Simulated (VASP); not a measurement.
# ZnO (P6_3mc) in VASP: single point with PBE

Aim: the single point of ZnO with PBE.

Program: VASP 6.6.1. These are calculated values, not measurements. Logs are shortened: lines on timing, memory, paths and dates and some standing lists are left out, and cuts for length are marked.

## (1) The cell of the first run

The structure is hexagonal, space group P6_3mc (No. 186). The conventional cell has a = 3.270 Å, b = 3.270 Å, c = 5.207 Å, α = 90.00°, β = 90.00°, γ = 120.00°. Zn (site symmetry 3m) has 4 O at 1.98 to 1.99 Å within 2.6 Å. O (site symmetry 3m) has 4 Zn at 1.98 to 1.99 Å within 2.6 Å.

## (2) Single point, PBE

INCAR

```
PREC = Accurate ; ENCUT = 520
EDIFF = 1E-6 ; ISMEAR = 0
SIGMA = 0.05 ; LREAL = False
LASPH = True ; NELM = 100
ALGO = Normal ; ISIF = 2
LWAVE = False ; LCHARG = True
GGA = PE ; LELF = True
LVHAR = True ; NBANDS = 26
```

KPOINTS

```
Automatic mesh
0
Gamma
  8 8 5
```

POSCAR

```
ZnO
1.0
    3.2695000013      0.0000000000      0.0000000000
   -1.6347500007      2.8314700588      0.0000000000
    0.0000000000      0.0000000000      5.2070000000
Zn O
2 2
Direct
    0.3333333333      0.6666666667     -0.0002850952
    0.6666666667      0.3333333333      0.4997149048
    0.3333333333      0.6666666667      0.3822850952
    0.6666666667      0.3333333333      0.8822850952
```

Potentials or basis: VASP PAW PBE potentials, release 64 (Zn, O).

Command:

```console
$ cat potpaw_PBE.64/Zn/POTCAR potpaw_PBE.64/O/POTCAR > POTCAR
$ mpirun -np 1 vasp_std > vasp.out
```

OUTCAR:

```text
PREC = Accurate
   ENCUT = 520
   EDIFF = 1E-6
   ISMEAR = 0
   LREAL = False
   LASPH = True
   NELM = 100
   ISIF = 2
   GGA = PE

 ion  position               nearest neighbor table
   1  0.333  0.667  1.000-   4 1.98   4 1.98   4 1.98   3 1.99
   2  0.667  0.333  0.500-   3 1.98   3 1.98   3 1.98   4 1.99
   3  0.333  0.667  0.382-   2 1.98   2 1.98   2 1.98   1 1.99
   4  0.667  0.333  0.882-   1 1.98   1 1.98   1 1.98   2 1.99

  LATTYP: Found a hexagonal cell.
 ALAT       =     3.2695000013
 C/A-ratio  =     1.5925982560

  Lattice vectors:

 A1 = (   3.2695000013,   0.0000000000,   0.0000000000)
 A2 = (  -1.6347500007,   2.8314700588,   0.0000000000)
 A3 = (   0.0000000000,   0.0000000000,   5.2070000000)

Analysis of symmetry for initial positions (statically):
=====================================================================
 Subroutine PRICEL returns:
 Original cell was already a primitive cell.

 Routine SETGRP: Setting up the symmetry group for a
 hexagonal supercell.

 Subroutine GETGRP returns: Found 12 space group operations
 (whereof  6 operations were pure point group operations)
 out of a pool of 24 trial point group operations.

The static configuration has the point symmetry C_3v.
 The point group associated with its full space group is C_6v.

Analysis of symmetry for dynamics (positions and initial velocities):
=====================================================================
 Subroutine PRICEL returns:
 Original cell was already a primitive cell.

 Routine SETGRP: Setting up the symmetry group for a
 hexagonal supercell.

 Subroutine GETGRP returns: Found 12 space group operations
 (whereof  6 operations were pure point group operations)
 out of a pool of 24 trial point group operations.

The dynamic configuration has the point symmetry C_3v.
 The point group associated with its full space group is C_6v.

 Subroutine INISYM returns: Found 12 space group operations
 (whereof  6 operations are pure point group operations),
 and found     1 'primitive' translations

----------------------------------------------------------------------------------------

                                     Primitive cell

  volume of cell :      48.2038
[... 82 lines left out ...]
   NGXF,Y,Z  is equivalent  to a cutoff of  24.41, 24.41, 25.54 a.u.
 SYSTEM =  unknown system
   PREC   = accura    normal or accurate (medium, high low for compatibility)
   ISTART =      0    job   : 0-new  1-cont  2-samecut
   ICHARG =      2    charge: 1-file 2-atom 10-const
   ISPIN  =      1    spin polarized calculation?
   LNONCOLLINEAR =      F non collinear calculations
   LSORBIT =      F    spin-orbit coupling
   LASPH  =      T    aspherical Exc in radial PAW
   ENCUT  =  520.0 eV  38.22 Ry    6.18 a.u.   6.08  6.08  9.68*2*pi/ulx,y,z
   NELM   =    100;   NELMIN=  2; NELMDL= -5     # of ELM steps
   EDIFF  = 0.1E-05   stopping-criterion for ELM
   LREAL  =      F    real-space projection
   EDIFFG = 0.1E-04   stopping-criterion for IOM
   NSW    =      0    number of steps for IOM
   IBRION =     -1    ionic relax: 0-MD 1-quasi-New 2-CG
   NFREE  =      0    steps in history (QN), initial steepest desc. (CG)
   ISIF   =      2    stress and relaxation
   ISYM   =      2    0-nonsym 1-usesym 2-fastsym
   POTIM  = 0.5000    time-step for ionic-motion
   TEBEG  =    0.0;   TEEND  =   0.0 temperature during run
   PSTRESS=    0.0 pullay stress
   NELECT =      36.0000    total number of electrons
   NUPDOWN=      -1.0000    fix difference up-down
   EMIN   =  10.00;   EMAX   =-10.00  energy-range for DOS
   EFERMI =   0.00;   METHOD = LEGACY
   ISMEAR =     0;   SIGMA  =   0.05  broadening in eV -4-tet -1-fermi 0-gaus
   EFERMI_NEDOS =   21; number of points for ismear=-14 and -15
   IALGO  =     38    algorithm
   IMIX   =      4    mixing-type and parameters
     AMIX     =   0.40;   BMIX     =  1.00
     AMIX_MAG =   1.60;   BMIX_MAG =  1.00
  volume/ion in A,a.u.               =      12.05        81.32
  Fermi-wavevector in a.u.,A,eV,Ry     =   1.485304  2.806818 30.016196  2.206128
  Thomas-Fermi vector in A             =   2.598733
   LORBIT       =      0    0 simple, 1 ext, 2 COOP (PROOUT), +10 PAW based schemes
   GGA     = PE    functional components
   LHFCALC =     F    Hartree Fock is set to
   AEXX    =    0.0000 exact exchange contribution
   IVDW    =     0    specifies the selected vdW correction
   LEPSILON=     F    determine dielectric tensor
   LRPA    =     F    only Hartree local field effects (RPA)
 non-spin polarized calculation
 Gauss-broadening in eV      SIGMA  =   0.05
  energy-cutoff  :      520.00
  volume of cell :       48.20
 maximum number of plane-waves:      1315
   NGX = 13   NGY = 13   NGZ = 19

 number of electron      36.0000010 magnetization

 Free energy of the ion-electron system (eV)
  ---------------------------------------------------
  ext. energy  EPLUGINS =         0.00000000
  ---------------------------------------------------
  free energy    TOTEN  =       -17.84098024 eV

  energy without entropy =      -17.84098024  energy(sigma->0) =      -17.84098024

 E-fermi :   1.3113     XC(G=0): -10.8436

 val. band max:        1.0861827309   @ k =   0.0000   0.0000   0.0000
 cond. band min:       1.8634083417   @ k =   0.0000   0.0000   0.0000
 fundamental gap:      0.7772256108
 Fermi energy:         1.3113097695

 k-point     1 :       0.0000    0.0000    0.0000
  band No.  band energies     occupation
      1     -16.8987      2.00000
      2     -16.1806      2.00000
      3      -4.5524      2.00000
      4      -4.5524      2.00000
      5      -4.4640      2.00000
      6      -4.4055      2.00000
[... 685 lines left out ...]
     25      14.5621      0.00000
     26      14.7764      0.00000

 [... further k-points ...]
[... 5 lines left out ...]
  --------------------------------------------------------------------------------------
  -------------------------------------------------------------------------------------
  Total        1.0839441      1.0839441      1.4863222     -0.0000000      0.0000000      0.0000000
  in kB       36.0277025     36.0277025     49.4017876     -0.0000000      0.0000000      0.0000000
  external PRESSURE =      40.4857309 kB  Pullay stress =       0.0000000 kB

 VOLUME and BASIS-vectors are now :
 -----------------------------------------------------------------------------
  energy-cutoff  :      520.00
  volume of cell :       48.20
      direct lattice vectors                 reciprocal lattice vectors
     3.269500001  0.000000000  0.000000000     0.305857165  0.176586716  0.000000000
    -1.634750001  2.831470059  0.000000000     0.000000000  0.353173433  0.000000000
     0.000000000  0.000000000  5.207000000     0.000000000  0.000000000  0.192049165

 POSITION                                       TOTAL-FORCE (eV/Angst)
 -----------------------------------------------------------------------------------
     -0.00000      1.88765      5.20552         0.000000     -0.000000     -0.001829
      1.63475      0.94382      2.60202        -0.000000      0.000000     -0.001829
     -0.00000      1.88765      1.99056         0.000000      0.000000      0.001829
      1.63475      0.94382      4.59406        -0.000000     -0.000000      0.001829
 -----------------------------------------------------------------------------------
    total drift:                               -0.000001     -0.000001     -0.000725

  FREE ENERGIE OF THE ION-ELECTRON SYSTEM (eV)
  ---------------------------------------------------
  free  energy   TOTEN  =       -17.8409802369 eV

  energy  without entropy=      -17.8409802369  energy(sigma->0) =      -17.84098024
```

OSZICAR:

```text
N       E                     dE             d eps       ncg     rms          rms(c)
DAV:   1     0.297318354740E+03    0.29732E+03   -0.18130E+04  1576   0.200E+03
DAV:   2     0.122829585067E+02   -0.28504E+03   -0.26734E+03  1608   0.411E+02
DAV:   3    -0.203774152585E+02   -0.32660E+02   -0.32225E+02  1728   0.141E+02
DAV:   4    -0.210788281469E+02   -0.70141E+00   -0.69955E+00  1804   0.210E+01
DAV:   5    -0.210822090851E+02   -0.33809E-02   -0.33806E-02  1688   0.153E+00    0.145E+01
DAV:   6    -0.176736661313E+02    0.34085E+01   -0.66917E+00  2486   0.618E+01    0.882E+00
DAV:   7    -0.178786143078E+02   -0.20495E+00   -0.29215E+00  1602   0.171E+01    0.528E+00
DAV:   8    -0.178880468292E+02   -0.94325E-02   -0.50115E-01  2276   0.737E+00    0.162E+00
DAV:   9    -0.178382374029E+02    0.49809E-01   -0.10122E-01  2250   0.625E+00    0.295E-01
DAV:  10    -0.178408626905E+02   -0.26253E-02   -0.36394E-02  1576   0.132E+00    0.130E-01
DAV:  11    -0.178409442178E+02   -0.81527E-04   -0.60064E-04  1776   0.317E-01    0.333E-02
DAV:  12    -0.178409757632E+02   -0.31545E-04   -0.12174E-04  1788   0.311E-01    0.178E-02
DAV:  13    -0.178409856271E+02   -0.98639E-05   -0.26384E-05  1748   0.103E-01    0.201E-02
DAV:  14    -0.178409803405E+02    0.52866E-05   -0.16037E-05  1818   0.384E-02    0.195E-03
DAV:  15    -0.178409802369E+02    0.10360E-06   -0.21233E-06  1350   0.135E-02
   1 F= -.17840980E+02 E0= -.17840980E+02  d E =-.276554E-12
```

Wall time 49 s (1 thread of AMD EPYC 7R43 (Zen 3), shared host); peak memory 0.14 GiB.

What came out:

```yaml
Free_energy: -17.8410 eV
Pressure: 4.0 GPa
Band_gap_on_the_k_mesh: 0.78 eV, direct
```

Stress tensor (GPa, compression positive):
```
3.60 0.00 0.00
0.00 3.60 0.00
0.00 0.00 4.94
```
